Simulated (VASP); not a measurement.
Write the native input for VASP 6.6.1 that does the following.

```yaml
Task: relaxation of cell and atoms
Functional: PBE
Potentials_or_basis: VASP PAW PBE potentials, release 64 (Co, H)
Cutoff: 600 eV
k_mesh: 6 × 6 × 14
Occupations: gaussian, width 0.1 eV
Spin: no spin polarisation
Dipole_correction: no
Further_INCAR_settings: ALGO = Normal; EDIFF = 1e-07; IBRION = 2; EDIFFG = -0.01; NSW = 100; ISIF = 3
```

The structure of CoH4 lies in POSCAR:

```
CoH4
1.0
    4.8903074445      0.0000000000      0.0000000000
    0.0000000000      4.8903074445      0.0000000000
    0.0000000000      0.0000000000      2.2732426309
Co H
1 4
Direct
    0.5000000000      0.5000000000      0.5000000000
    0.6693896137      0.6693896137      0.0000000000
    0.3306103863      0.3306103863      0.0000000000
    0.3306103863      0.6693896137      0.0000000000
    0.6693896137      0.3306103863      0.0000000000
```

The cell was generated, and may not be a known phase.

These files were run (other wordings do the same):

INCAR

```
SYSTEM = CoH4
ALGO = Normal
EDIFF = 1E-7
EDIFFG = -0.01
ENCUT = 600
GGA = PE
IBRION = 2
ISIF = 3
ISMEAR = 0
LASPH = .TRUE.
LCHARG = .FALSE.
LREAL = .FALSE.
LWAVE = .FALSE.
NELM = 100
NSW = 100
PREC = Accurate
SIGMA = 0.1
```

KPOINTS

```
k-points
0
G
  6 6 14
  0 0 0
```

Potentials or basis: VASP PAW PBE potentials, release 64 (Co, H).

Run with:

```console
$ cat potpaw_PBE.64/Co/POTCAR potpaw_PBE.64/H/POTCAR > POTCAR
$ mpirun -np 1 vasp_std > vasp.out
```

Results of the run:

```
Relaxed volume                        : 10.86 Å³/atom
Relaxed cell                          : a = 4.889 Å, b = 4.889 Å, c = 2.272 Å, α = 90.00°, β = 90.00°, γ = 90.00°
Space group after relaxing (to 0.1 Å) : P4/mmm (No. 123)
Energy gained by relaxing             : 0.0 meV/atom
Ionic steps                           : 2
Pressure after relaxing               : 0.0 GPa
Band gap on the k mesh                : zero (an odd number of electrons rules out a gap without spin polarisation)
```

Caveat: the run has no spin polarisation, though such a crystal can be magnetic.

Wall time 86 s on 1 thread of Intel Xeon 8259CL, on a shared host, peak memory 0.22 GiB.
